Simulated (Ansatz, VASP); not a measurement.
**One calculation of TePtSe3, two programs**

```
CELL_PARAMETERS angstrom
3.01761 1.74222 3.88486
-3.01761 1.74222 3.88486
0.00000 -3.48443 3.88486
ATOMIC_POSITIONS crystal
Te 0.50000 0.50000 0.50000
Pt 0.00000 0.00000 0.00000
Se 0.00000 0.00000 0.50000
Se 0.50000 0.00000 0.00000
Se 0.00000 0.50000 0.00000
```

Alike in both runs: task relaxation of cell and atoms; functional PBE; k mesh 6 × 6 × 6; occupations gaussian, width 0.1 eV; no spin polarisation.

```csv
,VASP,Ansatz
version,VASP 6.6.1,Ansatz 0.2.0
potentials or method,"VASP PAW PBE potentials, release 64 (Te, Pt, Se), cutoff 600 eV","scalar-relativistic, plane waves, PAW"
valence electrons in the cell,34,82
```

VASP gave:

| Quantity | Value |
| --- | --- |
| gap on the k mesh at the Fermi level, each at its own relaxed structure (eV) | none |
| relaxed volume (Å³/atom) | 24.69 |
| relaxed cell length with the largest relative difference (Å) | 5.200 |

Question: What did Ansatz give for the same quantities?

Answer: gap on the k mesh at the Fermi level, each at its own relaxed structure (eV): none; relaxed volume (Å³/atom): 24.73; relaxed cell length with the largest relative difference (Å): 5.202.

A gap of «none» marks a metal or a gap that the smearing closes. VASP's potentials hold 34 valence electrons a cell and Ansatz's 82, so a difference there can come from the potentials and not from the codes.

Spin-orbit coupling is off throughout.
